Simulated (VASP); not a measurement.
Set up this calculation in VASP 6.6.1, as the native input.

| Property | Result |
| --- | --- |
| Task | relaxation of cell and atoms |
| Functional | PBE |
| Potentials or basis | VASP PAW PBE potentials, release 64 (Te, Sb, Ge_d) |
| Cutoff | 600 eV |
| k mesh | 4 × 4 × 3 |
| Occupations | fermi-dirac, width 0.05 eV |
| Spin | no spin polarisation |
| Target pressure | 2 GPa |
| Dipole correction | no |
| Further INCAR settings | ALGO = Normal; EDIFF = 1e-06; IBRION = 2; EDIFFG = -0.01; NSW = 60; ISIF = 3 |

The structure of Ge2Sb2Te5 lies in POSCAR:

```
Ge2Sb2Te5
1.0
    6.8391360000     -3.0660060000      0.0000000000
    6.8391360000      3.0660060000      0.0000000000
   -6.8309770000      0.0000000000      6.8476090000
Te Sb Ge
5 2 2
Direct
    0.5947020000      0.5947020000      0.3864330000
    0.7952880000      0.7952880000      0.1961120000
    0.0083240000      0.0083240000      0.0064350000
    0.2065190000      0.2065190000      0.8098030000
    0.3999590000      0.3999590000      0.5971180000
    0.9017080000      0.9017080000      0.5878730000
    0.1118700000      0.1118700000      0.4173520000
    0.2842870000      0.2842870000      0.1878300000
    0.4973430000      0.4973430000      0.0110440000
```

One way to write it, as run:

INCAR

```
PREC = Accurate
ENCUT = 600
EDIFF = 1E-6
ISMEAR = -1
SIGMA = 0.05
LREAL = F
LASPH = T
NELM = 80
ALGO = Normal
ISIF = 3
LWAVE = F
LCHARG = F
GGA = PE
IBRION = 2
NSW = 60
EDIFFG = -0.01
PSTRESS = 20.0
```

KPOINTS

```
regular mesh
0
Gamma
  4 4 3
```

Potentials or basis: VASP PAW PBE potentials, release 64 (Te, Sb, Ge_d).

Command:

```sh
$ cat potpaw_PBE.64/Te/POTCAR potpaw_PBE.64/Sb/POTCAR potpaw_PBE.64/Ge_d/POTCAR > POTCAR
$ mpirun -np 1 vasp_std > vasp.out
```

Results of the run:

The relaxed volume is 30.11 Å³/atom. The relaxed cell is a = 7.360 Å, b = 7.360 Å, c = 9.509 Å, α = 130.44°, β = 130.44°, γ = 48.45°. The space group after relaxing (to 0.05 Å) is Cm (No. 8) and the energy change on relaxing (the enthalpy is what falls) is +6.8 meV/atom. The ionic steps are 45, the pressure after relaxing is 2.0 GPa and the largest force after relaxing is 0.009 eV/Å. The band gap on the k mesh is 0.15 eV, direct.

Caveat: the cell is relaxed towards a set pressure, so the enthalpy falls and the energy may rise; spin-orbit coupling is left out, which moves the levels of the heavy elements.

Wall time 70 min on 1 thread of Intel(R) Xeon(R) 6975P-C (Granite Rapids) (shared host), peak memory 0.81 GiB.
